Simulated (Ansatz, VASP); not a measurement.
Given: the input of a run of VASP 6.6.1 on SiC.

The input INCAR:

```
PREC     = Accurate       # precision mode
ENCUT    = 600            # plane-wave cutoff, eV
EDIFF    = 1E-6           # SCF threshold, eV
ISMEAR   = -1             # smearing method
SIGMA    = 0.05           # smearing width, eV
LREAL    = False          # projectors in reciprocal space
LASPH    = True           # aspherical terms in the spheres
NELM     = 60             # most SCF steps
ALGO     = Normal         # electronic algorithm
ISIF     = 3              # what is computed and relaxed
LWAVE    = False          # write WAVECAR
LCHARG   = False          # write CHGCAR
GGA      = B5             # functional
ALDAX    = 1.0          
AGGAX    = 1.0          
AGGAC    = 1.0          
ALDAC    = 0.0          
IVDW     = 13             # dispersion correction
VDW_S6   = 1.0          
VDW_S8   = 2.34076671   
VDW_A1   = 0.44488865   
VDW_A2   = 4.0933009    
IBRION   = 2              # ionic algorithm
NSW      = 60             # ionic steps
EDIFFG   = -0.01          # ionic threshold
```

Contents of KPOINTS:

```
regular mesh
0
Gamma
  10 10 2
```

The input POSCAR:

```
SiC
1.0
    3.0950000000      0.0000000000      0.0000000000
   -1.5475000000      2.6803486247      0.0000000000
    0.0000000000      0.0000000000     15.1700000000
Si C
6 6
Direct
    0.6666666667      0.3333333333      0.4583000000
    0.3333333333      0.6666666667      0.9583000000
    0.6666666667      0.3333333333      0.7917000000
    0.3333333333      0.6666666667      0.2917000000
    0.0000000000      0.0000000000      0.6250000000
    0.0000000000      0.0000000000      0.1250000000
    0.6666666667      0.3333333333      0.3333000000
    0.3333333333      0.6666666667      0.8333000000
    0.6666666667      0.3333333333      0.6667000000
    0.3333333333      0.6666666667      0.1667000000
    0.0000000000      0.0000000000      0.5000000000
    0.0000000000      0.0000000000      0.0000000000
```

Potentials or basis: VASP PAW PBE potentials, release 64 (Si, C).

Command:

```sh
$ cat potpaw_PBE.64/Si/POTCAR potpaw_PBE.64/C/POTCAR > POTCAR
$ mpirun -np 1 vasp_std > vasp.out
```

Translate it to Ansatz 0.2.0. Potentials there: Ansatz PAW.

As run (the cutoff follows the program's own potentials):

File input.yaml:

```yaml
crystal:
  lattice:
    - [3.095, 0.0, 0.0]
    - [-1.5475, 2.6803486247, 0.0]
    - [0.0, 0.0, 15.17]
  atoms:
    - { symbol: Si, position: [0.6666666667, 0.3333333333, 0.4583] }
    - { symbol: Si, position: [0.3333333333, 0.6666666667, 0.9583] }
    - { symbol: Si, position: [0.6666666667, 0.3333333333, 0.7917] }
    - { symbol: Si, position: [0.3333333333, 0.6666666667, 0.2917] }
    - { symbol: Si, position: [0.0, 0.0, 0.625] }
    - { symbol: Si, position: [0.0, 0.0, 0.125] }
    - { symbol: C, position: [0.6666666667, 0.3333333333, 0.3333] }
    - { symbol: C, position: [0.3333333333, 0.6666666667, 0.8333] }
    - { symbol: C, position: [0.6666666667, 0.3333333333, 0.6667] }
    - { symbol: C, position: [0.3333333333, 0.6666666667, 0.1667] }
    - { symbol: C, position: [0.0, 0.0, 0.5] }
    - { symbol: C, position: [0.0, 0.0, 0.0] }
hamiltonian:
  xc: blyp
  pseudopotentials: { kind: paw }
  dispersion: d4
kpoints:
  mp_grid: { grid: [10, 10, 2] }
scf:
  occupations: { method: fermi_dirac, width: 0.05 }
output:
  forces: true
  stress: true
relax:
  f_tol: 0.01
  max_steps: 40
  cell: { stress_tol: 0.05 }
```

Potentials or basis: Ansatz PAW.

Run with:

```sh
$ ansatz run input.yaml --threads 2 --pin off --max-ram 5120MiB --backend cpu --events-out ev --progress --plain --runs-dir out
```

Both were run:

|  | VASP | Ansatz | Ansatz less VASP |
| --- | --- | --- | --- |
| relaxed volume (Å³/atom) | 10.32 | 10.30 | -0.025 |
| relaxed cell length with the largest relative difference (Å) | 15.107 | 15.093 | -0.0131 |

VASP's potentials were made for PBE, not for BLYP.

Noted on Ansatz's run: the plane-wave basis is chosen anew once the cell has moved, so the energies of steps on either side of that aren't comparable.
